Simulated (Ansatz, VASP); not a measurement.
## Ta: VASP beside Ansatz

INCAR

```
PREC     = Accurate       # precision mode
ENCUT    = 520            # plane-wave cutoff, eV
EDIFF    = 1E-7           # SCF threshold, eV
ISMEAR   = -1             # smearing method
SIGMA    = 0.08           # smearing width, eV
LREAL    = False          # projectors in reciprocal space
LASPH    = True           # aspherical terms in the spheres
NELM     = 60             # most SCF steps
ALGO     = Normal         # electronic algorithm
ISIF     = 2              # what is computed and relaxed
LWAVE    = False          # write WAVECAR
LCHARG   = False          # write CHGCAR
GGA      = PE             # functional
NBANDS   = 12             # bands
```

The input KPOINTS:

```
regular mesh
0
Gamma
  17 17 17
```

File POSCAR:

```
Ta
1.0
   -1.6345992636      1.6345992636      1.6345992636
    1.6345992636     -1.6345992636      1.6345992636
    1.6345992636      1.6345992636     -1.6345992636
Ta
1
Direct
    0.0000000000      0.0000000000      0.0000000000
```

Input for Ansatz:

```yaml
crystal:
  lattice:
    - [-1.6345992636, 1.6345992636, 1.6345992636]
    - [1.6345992636, -1.6345992636, 1.6345992636]
    - [1.6345992636, 1.6345992636, -1.6345992636]
  atoms:
    - { symbol: Ta, position: [0.0, 0.0, 0.0] }
kpoints:
  mp_grid: { grid: [17, 17, 17] }
scf:
  occupations: { method: fermi_dirac, width: 0.08 }
hamiltonian:
  xc: pbe
  pseudopotentials: { kind: all_electron, lapw: { basis_error: 0.0005 } }
output:
  forces: true
  stress: true
  eigenvalues: true
```

Change from the starting cell: volume scaled by 0.97.

Alike in both runs: task single point; functional PBE; k mesh 17 × 17 × 17; occupations fermi-dirac, width 0.08 eV; no spin polarisation.

```csv
,VASP,Ansatz
version,VASP 6.6.1,Ansatz 0.2.0
potentials or method,"VASP PAW PBE potentials, release 64 (Ta_pv), cutoff 520 eV","all-electron LAPW, scalar-relativistic"
```

```csv
,VASP,Ansatz,Ansatz less VASP
pressure (GPa),10.0,9.7,-0.31
```

Ansatz ran all-electron here, and VASP with PAW potentials.

Spin-orbit coupling is off throughout.
